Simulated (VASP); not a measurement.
# C62O (a cell with a defect) in VASP: single point with PBEsol

Aim: the single point of C62O (a cell with a defect) with PBEsol.

All numbers are computed with VASP 6.6.1; they aren't measurements. Logs are shortened: lines on timing, memory, paths and dates and some standing lists are left out, and cuts for length are marked.

### Step 1. The cell of the first run

The cell holds a defect, 63 atoms: a = 7.108 Å, b = 7.108 Å, c = 7.108 Å, α = 90.00°, β = 90.00°, γ = 90.00°.

### Step 2. Single point, PBEsol, collinear spin

The input, INCAR:

```
SYSTEM = C62O
ALGO = Normal
EDIFF = 1E-6
ENCUT = 520
GGA = PS
ISIF = 2
ISMEAR = -1
ISPIN = 2
ISYM = 0
LASPH = .TRUE.
LCHARG = .FALSE.
LORBIT = 11
LREAL = Auto
LWAVE = .FALSE.
MAGMOM = 0 0 0 0 0 0 0 0 0 0 0 0 0 0 0 0 0 0 0 0 0 0.286 0 0.286 0 0 0 0 0 0 0 0 0 0 0 0 0 0.286 0 0 0.286 0 0 0 0 0 0 0 0 0 0 0 0 0.286 0 0 0 0 0.286 0 0 0 0.286
NBANDS = 168
NELM = 150
PREC = Accurate
SIGMA = 0.05
```

The input, KPOINTS:

```
Automatic mesh
0
Gamma
  1 1 1
  0.25 0.25 0.25
```

The input, POSCAR:

```
C62O
1.0
    7.1076060000      0.0000000000      0.0000000000
    0.0000000000      7.1076060000      0.0000000000
    0.0000000000      0.0000000000      7.1076060000
C O
62 1
Direct
    0.0007430000      0.0002510000      0.0005620000
    0.0004970000      0.0000040000      0.5000710000
    0.0004890000      0.4997610000      0.0003050000
    0.0009800000      0.5000600000      0.5003620000
    0.5002530000      0.9999920000      0.0003010000
    0.5005550000      0.0004840000      0.5003600000
    0.5005480000      0.5000520000      0.0007910000
    0.1260060000      0.1255140000      0.1258240000
    0.1248100000      0.1243120000      0.6247070000
    0.1248080000      0.6244020000      0.1246150000
    0.1268510000      0.6248700000      0.6251760000
    0.6248980000      0.1243110000      0.1246150000
    0.6253660000      0.1263480000      0.6251770000
    0.6253660000      0.6248690000      0.1266400000
    0.2507560000      0.2502630000      0.0005050000
    0.2512570000      0.2507620000      0.5009300000
    0.2509870000      0.7500580000      0.0000190000
    0.2521560000      0.7476580000      0.4991620000
    0.7505510000      0.2504910000      0.0000270000
    0.7481520000      0.2516580000      0.4991630000
    0.7503120000      0.7498160000      0.0015550000
    0.7550780000      0.7545890000      0.4997590000
    0.3758670000      0.3753760000      0.1260440000
    0.3673690000      0.3668700000      0.6317010000
    0.3760710000      0.8758040000      0.1250740000
    0.3771010000      0.8737910000      0.6239320000
    0.8762980000      0.3755780000      0.1250770000
    0.8742800000      0.3766090000      0.6239350000
    0.8757370000      0.8752430000      0.1260200000
    0.8765350000      0.8760400000      0.6263850000
    0.2507580000      0.0001950000      0.2505760000
    0.2509860000      0.9997080000      0.7503620000
    0.2512540000      0.5006190000      0.2510660000
    0.2521540000      0.4988540000      0.7479670000
    0.7505440000      0.9997270000      0.2507920000
    0.7503100000      0.0012380000      0.7501160000
    0.7481520000      0.4988620000      0.2519640000
    0.7550600000      0.4994610000      0.7548930000
    0.3758690000      0.1257350000      0.3756880000
    0.3760690000      0.1247630000      0.8761120000
    0.3673670000      0.6313960000      0.3671740000
    0.3770930000      0.6236220000      0.8741100000
    0.8762980000      0.1247670000      0.3758870000
    0.8757370000      0.1257050000      0.8755520000
    0.8742880000      0.6236340000      0.3769110000
    0.8765290000      0.6260850000      0.8763410000
    0.0006890000      0.2502650000      0.2505760000
    0.0002090000      0.2504870000      0.7503580000
    0.0002190000      0.7500480000      0.2507910000
    0.0017290000      0.7498100000      0.7501120000
    0.5011120000      0.2507560000      0.2510630000
    0.4993480000      0.2516550000      0.7479700000
    0.4993540000      0.7476610000      0.2519590000
    0.4999690000      0.7545590000      0.7548760000
    0.1262310000      0.3753790000      0.3756880000
    0.1252550000      0.3755780000      0.8761130000
    0.1252600000      0.8758050000      0.3758870000
    0.1261960000      0.8752420000      0.8755520000
    0.6318940000      0.3668650000      0.3671690000
    0.6241170000      0.3765950000      0.8741150000
    0.6241260000      0.8738010000      0.3769070000
    0.6265820000      0.8760290000      0.8763360000
    0.6330550000      0.6326090000      0.6329870000
```

Potentials or basis: VASP PAW PBE potentials, release 64 (C, O).

On the command line:

```sh
$ cat potpaw_PBE.64/C/POTCAR potpaw_PBE.64/O/POTCAR > POTCAR
$ mpirun -np 1 vasp_std > vasp.out
```

OUTCAR:

```text
SYSTEM = C62O
   EDIFF = 1E-6
   ENCUT = 520
   GGA = PS
   ISIF = 2
   ISMEAR = -1
   ISPIN = 2
   ISYM = 0
   LASPH = .TRUE.
   LORBIT = 11
   LREAL = Auto
   NELM = 150
   PREC = Accurate

 ion  position               nearest neighbor table
   1  0.001  0.000  0.001-  44 1.54  58 1.54  29 1.54   8 1.54
   2  0.000  0.000  0.500-  57 1.53  43 1.53   9 1.53  30 1.54
   3  0.000  0.500  0.000-  56 1.53  27 1.53  10 1.53  46 1.54
   4  0.001  0.500  0.500-  45 1.53  28 1.53  55 1.54  11 1.54
   5  0.500  1.000  0.000-  25 1.53  40 1.53  12 1.53  62 1.54
   6  0.501  0.000  0.500-  61 1.53  26 1.53  39 1.54  13 1.54
[... 15 lines left out ...]
  22  0.755  0.755  0.500-  30 1.52  45 1.53  61 1.53  63 1.55
[... 24 lines left out ...]
  47  0.001  0.250  0.251-   8 1.54  43 1.54  27 1.54  55 1.54
[... 9 lines left out ...]
  57  0.125  0.876  0.376-   2 1.53  31 1.54  49 1.54  18 1.55
  58  0.126  0.875  0.876-  17 1.54  32 1.54  50 1.54   1 1.54
  59  0.632  0.367  0.367-  51 1.49  20 1.49  37 1.49
  60  0.624  0.377  0.874-  38 1.53   7 1.53  52 1.54  19 1.55
  61  0.624  0.874  0.377-  22 1.53   6 1.53  53 1.54  35 1.55
  62  0.627  0.876  0.876-  54 1.52   5 1.54  36 1.54  21 1.54
  63  0.633  0.633  0.633-  54 1.55  38 1.55  22 1.55

IMPORTANT INFORMATION: All symmetrisations will be switched off!
NOSYMM: (Re-)initialisation of all symmetry stuff for point group C_1.

----------------------------------------------------------------------------------------

                                     Primitive cell

  volume of cell :     359.0625

  direct lattice vectors                    reciprocal lattice vectors
     7.107606000  0.000000000  0.000000000     0.140694349  0.000000000  0.000000000
     0.000000000  7.107606000  0.000000000     0.000000000  0.140694349  0.000000000
     0.000000000  0.000000000  7.107606000     0.000000000  0.000000000  0.140694349

  length of vectors
     7.107606000  7.107606000  7.107606000     0.140694349  0.140694349  0.140694349

  position of ions in fractional coordinates (direct lattice)
     0.000743000  0.000251000  0.000562000
     0.000497000  0.000004000  0.500071000
     0.000489000  0.499761000  0.000305000
     0.000980000  0.500060000  0.500362000
     0.500253000  0.999992000  0.000301000
     0.500555000  0.000484000  0.500360000
[... 55 lines left out ...]
     0.626582000  0.876029000  0.876336000
     0.633055000  0.632609000  0.632987000

  ion indices of the primitive-cell ions
   primitive index   ion index
                 1           1
                 2           2
                 3           3
                 4           4
                 5           5
                 6           6
[... 55 lines left out ...]
                62          62
                63          63

----------------------------------------------------------------------------------------

 KPOINTS: Automatic mesh

Automatic generation of k-mesh.
 Grid dimensions read from file:
 generate k-points for:    1    1    1

 Generating k-lattice:

  Cartesian coordinates                     Fractional coordinates (reciprocal lattice)
     0.140694349  0.000000000  0.000000000     1.000000000  0.000000000  0.000000000
     0.000000000  0.140694349  0.000000000     0.000000000  1.000000000  0.000000000
     0.000000000  0.000000000  0.140694349     0.000000000  0.000000000  1.000000000

  Length of vectors
     0.140694349  0.140694349  0.140694349

  Shift w.r.t. Gamma in fractional coordinates (k-lattice)
     0.250000000  0.250000000  0.250000000

 Subroutine IBZKPT returns following result:
 ===========================================

 Found      4 irreducible k-points:

 Following reciprocal coordinates:
            Coordinates               Weight
  0.250000  0.250000  0.250000      2.000000
 -0.250000  0.250000  0.250000      2.000000
 -0.250000 -0.250000  0.250000      2.000000
  0.250000 -0.250000  0.250000      2.000000
   k-points           NKPTS =      4   k-points in BZ     NKDIM =      4   number of bands    NBANDS=    168
   number of dos      NEDOS =    301   number of ions     NIONS =     63
   total plane-waves  NPLWV = 157464
   dimension x,y,z NGX =    54 NGY =   54 NGZ =   54
   dimension x,y,z NGXF=   108 NGYF=  108 NGZF=  108
   ions per type =              62   1
   NGX,Y,Z   is equivalent  to a cutoff of  12.63, 12.63, 12.63 a.u.
   NGXF,Y,Z  is equivalent  to a cutoff of  25.26, 25.26, 25.26 a.u.
 SYSTEM =  C62O
   PREC   = accura    normal or accurate (medium, high low for compatibility)
   ISTART =      0    job   : 0-new  1-cont  2-samecut
   ICHARG =      2    charge: 1-file 2-atom 10-const
   ISPIN  =      2    spin polarized calculation?
   LNONCOLLINEAR =      F non collinear calculations
   LSORBIT =      F    spin-orbit coupling
   LASPH  =      T    aspherical Exc in radial PAW
   ENCUT  =  520.0 eV  38.22 Ry    6.18 a.u.  13.22 13.22 13.22*2*pi/ulx,y,z
   NELM   =    150;   NELMIN=  2; NELMDL= -5     # of ELM steps
   EDIFF  = 0.1E-05   stopping-criterion for ELM
   LREAL  =      T    real-space projection
   EDIFFG = 0.1E-04   stopping-criterion for IOM
   NSW    =      0    number of steps for IOM
   IBRION =     -1    ionic relax: 0-MD 1-quasi-New 2-CG
   NFREE  =      0    steps in history (QN), initial steepest desc. (CG)
   ISIF   =      2    stress and relaxation
   ISYM   =      0    0-nonsym 1-usesym 2-fastsym
   POTIM  = 0.5000    time-step for ionic-motion
   TEBEG  =    0.0;   TEEND  =   0.0 temperature during run
   PSTRESS=    0.0 pullay stress
   NELECT =     254.0000    total number of electrons
   NUPDOWN=      -1.0000    fix difference up-down
   EMIN   =  10.00;   EMAX   =-10.00  energy-range for DOS
   EFERMI =   0.00;   METHOD = LEGACY
   ISMEAR =    -1;   SIGMA  =   0.05  broadening in eV -4-tet -1-fermi 0-gaus
   EFERMI_NEDOS =   21; number of points for ismear=-14 and -15
   IALGO  =     38    algorithm
   IMIX   =      4    mixing-type and parameters
     AMIX     =   0.40;   BMIX     =  1.00
     AMIX_MAG =   1.60;   BMIX_MAG =  1.00
  volume/ion in A,a.u.               =       5.70        38.46
  Fermi-wavevector in a.u.,A,eV,Ry     =   1.458689  2.756523 28.950120  2.127774
  Thomas-Fermi vector in A             =   2.575344
   LORBIT       =     11    0 simple, 1 ext, 2 COOP (PROOUT), +10 PAW based schemes
   GGA     = PS    functional components
   LHFCALC =     F    Hartree Fock is set to
   AEXX    =    0.0000 exact exchange contribution
   IVDW    =     0    specifies the selected vdW correction
   LEPSILON=     F    determine dielectric tensor
   LRPA    =     F    only Hartree local field effects (RPA)
 spin polarized calculation
  energy-cutoff  :      520.00
  volume of cell :      359.06
 maximum number of plane-waves:      9651
 NGX is ok and might be reduce to    54
   NGX = 27   NGY = 27   NGZ = 27

 number of electron     254.0000007 magnetization       1.9964182

 Free energy of the ion-electron system (eV)
  ---------------------------------------------------
  ext. energy  EPLUGINS =         0.00000000
  ---------------------------------------------------
  free energy    TOTEN  =      -595.41804825 eV

  energy without entropy =     -595.41679690  energy(sigma->0) =     -595.41742257

 E-fermi :  11.6580     XC(G=0): -13.3983

 val. band max:       11.3351073841   @ k =   0.2500   0.2500   0.2500
 cond. band min:      11.9622638990   @ k =  -0.2500  -0.2500   0.2500
 fundamental gap:      0.6271565148
 Fermi energy:        11.6579630070

 spin component 1

 k-point     1 :       0.2500    0.2500    0.2500
  band No.  band energies     occupation
      1     -14.4263      1.00000
      2     -11.4074      1.00000
      3     -10.5405      1.00000
      4     -10.5403      1.00000
      5      -9.9661      1.00000
      6      -9.3956      1.00000
[... 557 lines left out ...]
    138      15.5855      0.00000
    139      15.6282      0.00000
 Fermi energy:        11.6579630070

 spin component 2

 k-point     1 :       0.2500    0.2500    0.2500
  band No.  band energies     occupation
      1     -14.4144      1.00000
      2     -11.3820      1.00000
      3     -10.5136      1.00000
      4     -10.5134      1.00000
      5      -9.9467      1.00000
      6      -9.3645      1.00000
[... 557 lines left out ...]
    138      15.6094      0.00000
    139      15.6676      0.00000
 [bands above 139 left out]

------------------------ aborting loop because EDIFF is reached ----------------------------------------

  FORCE on cell =-STRESS in cart. coord.  units (eV):
  Direction    XX          YY          ZZ          XY          YZ          ZX
  --------------------------------------------------------------------------------------
  -------------------------------------------------------------------------------------
  Total        3.8705549      3.8837287      3.8610780      1.6813435      1.6799977      1.6927840
  in kB       17.2708525     17.3296355     17.2285655      7.5023445      7.4963394      7.5533931
  external PRESSURE =      17.2763512 kB  Pullay stress =       0.0000000 kB

 VOLUME and BASIS-vectors are now :
 -----------------------------------------------------------------------------
  energy-cutoff  :      520.00
  volume of cell :      359.06
      direct lattice vectors                 reciprocal lattice vectors
     7.107606000  0.000000000  0.000000000     0.140694349  0.000000000  0.000000000
     0.000000000  7.107606000  0.000000000     0.000000000  0.140694349  0.000000000
     0.000000000  0.000000000  7.107606000     0.000000000  0.000000000  0.140694349

 POSITION                                       TOTAL-FORCE (eV/Angst)
 -----------------------------------------------------------------------------------
      0.00528      0.00178      0.00399         0.059430      0.062349      0.060744
      0.00353      0.00003      3.55431         0.070211      0.074978     -0.054501
      0.00348      3.55210      0.00217         0.071582     -0.047535      0.073047
      0.00697      3.55423      3.55638         0.070707      0.070594      0.067730
      3.55560      7.10755      0.00214        -0.050092      0.076892      0.075566
      3.55775      0.00344      3.55636         0.066755      0.077984      0.068380
[... 55 lines left out ...]
      4.45350      6.22647      6.22865        -0.018497     -0.018176     -0.016750
      4.49951      4.49634      4.49902         0.233820      0.226722      0.213942
 -----------------------------------------------------------------------------------
    total drift:                               -0.059692     -0.009611     -0.039835

  FREE ENERGIE OF THE ION-ELECTRON SYSTEM (eV)
  ---------------------------------------------------
  free  energy   TOTEN  =      -595.4180482495 eV

  energy  without entropy=     -595.4167968958  energy(sigma->0) =     -595.41742257

 total charge

# of ion       s       p       d       tot
------------------------------------------
    1        0.825   1.749   0.000   2.574
    2        0.829   1.763   0.000   2.592
    3        0.829   1.763   0.000   2.592
    4        0.826   1.756   0.000   2.583
    5        0.829   1.763   0.000   2.592
    6        0.826   1.756   0.000   2.583
[... 55 lines left out ...]
   62        0.829   1.768   0.000   2.597
   63        1.567   3.464   0.000   5.030
--------------------------------------------------
tot         52.858 111.700   0.000 164.557

 magnetization (x)

# of ion       s       p       d       tot
------------------------------------------
    1       -0.000  -0.000   0.000  -0.000
    2        0.002   0.007   0.000   0.009
    3        0.002   0.007   0.000   0.009
    4       -0.000  -0.001   0.000  -0.002
    5        0.002   0.007   0.000   0.009
    6       -0.000  -0.001   0.000  -0.002
[... 55 lines left out ...]
   62        0.000   0.001   0.000   0.002
   63       -0.002   0.005   0.000   0.003
--------------------------------------------------
tot          0.157   1.076   0.000   1.233
```

Wall time 31 min (1 thread of Intel Xeon 8259CL, shared host); peak memory 0.69 GiB.

What came out:

```
Free energy                                           : -595.4180 eV
Pressure                                              : 1.7 GPa
Largest force                                         : 0.390 eV/Å
Band gap on the k mesh                                : 0.63 eV
Net moment                                            : 2.00 μB per cell
Site moments                                          : C -0.00, +0.01, +0.02, -0.01, +0.00, +0.32, +0.03 (each value once); O +0.00 μB
Valence electrons inside the program's atomic spheres : C 2.57, 2.59, 2.58, 2.48, 2.56, 2.60 (each value once); O 5.03
```

Forces on the atoms (eV/Å):
```
C    0.059  0.062  0.061
C    0.070  0.075 -0.055
C    0.072 -0.048  0.073
C    0.071  0.071  0.068
C   -0.050  0.077  0.076
C    0.067  0.078  0.068
C    0.066  0.071  0.072
C   -0.060 -0.062 -0.060
C   -0.062 -0.060 -0.105
C   -0.062 -0.105 -0.062
C   -0.067 -0.065 -0.065
C   -0.107 -0.060 -0.063
C   -0.062 -0.067 -0.062
C   -0.065 -0.063 -0.061
C    0.062  0.060  0.055
C    0.054  0.054  0.083
C    0.048  0.115  0.077
C    0.029  0.081 -0.009
C    0.119  0.049  0.076
C    0.083  0.031 -0.007
C    0.052  0.046  0.046
C   -0.003  0.003 -0.099
C   -0.086 -0.090 -0.070
C    0.027  0.026 -0.229
C    0.031 -0.089 -0.046
C   -0.022 -0.079 -0.074
C   -0.088  0.033 -0.044
C   -0.078 -0.018 -0.077
C   -0.067 -0.069 -0.061
C   -0.020 -0.021 -0.020
C    0.062  0.058  0.059
C    0.050  0.079  0.118
C    0.055  0.083  0.054
C    0.029 -0.011  0.082
C    0.122  0.076  0.053
C    0.050  0.049  0.052
C    0.080 -0.006  0.030
C   -0.001 -0.102  0.002
C   -0.084 -0.073 -0.087
C    0.033 -0.044 -0.086
C    0.027 -0.235  0.024
C   -0.023 -0.072 -0.080
C   -0.086 -0.042  0.033
C   -0.065 -0.061 -0.067
C   -0.080 -0.078 -0.021
C   -0.016 -0.022 -0.016
C    0.054  0.060  0.061
C    0.075  0.050  0.119
C    0.071  0.121  0.054
C    0.054  0.049  0.052
C    0.083  0.056  0.055
C   -0.009  0.028  0.083
C   -0.011  0.080  0.029
C   -0.102  0.003  0.001
C   -0.069 -0.089 -0.089
C   -0.041  0.029 -0.089
C   -0.044 -0.090  0.031
C   -0.058 -0.068 -0.069
C   -0.230  0.026  0.030
C   -0.074 -0.018 -0.081
C   -0.078 -0.082 -0.021
C   -0.018 -0.018 -0.017
O    0.234  0.227  0.214
```

Levels at points of the mesh, in eV from the valence-band top:
Spin up:
| k point | band 124 | band 125 | band 126 | band 127 | band 128 | band 129 | band 130 | band 131 | band 132 | band 133 |
| --- | --- | --- | --- | --- | --- | --- | --- | --- | --- | --- |
| (0.25, 0.25, 0.25) | -2.87 | -2.87 | -2.74 | 0.00 | 0.00 | 0.90 | 2.79 | 2.79 | 3.27 | 3.29 |
Spin down:
```
           k point  band 123  band 124  band 125  band 126  band 127  band 128  band 129  band 130
(0.25, 0.25, 0.25)     -3.61     -2.80     -2.80     -1.90      0.95      1.11      1.11      2.84
```

Caveat: semilocal functionals underestimate gaps, and a narrow one can read as zero; the PAW data sets were made with another functional, which shifts forces and pressure a little.
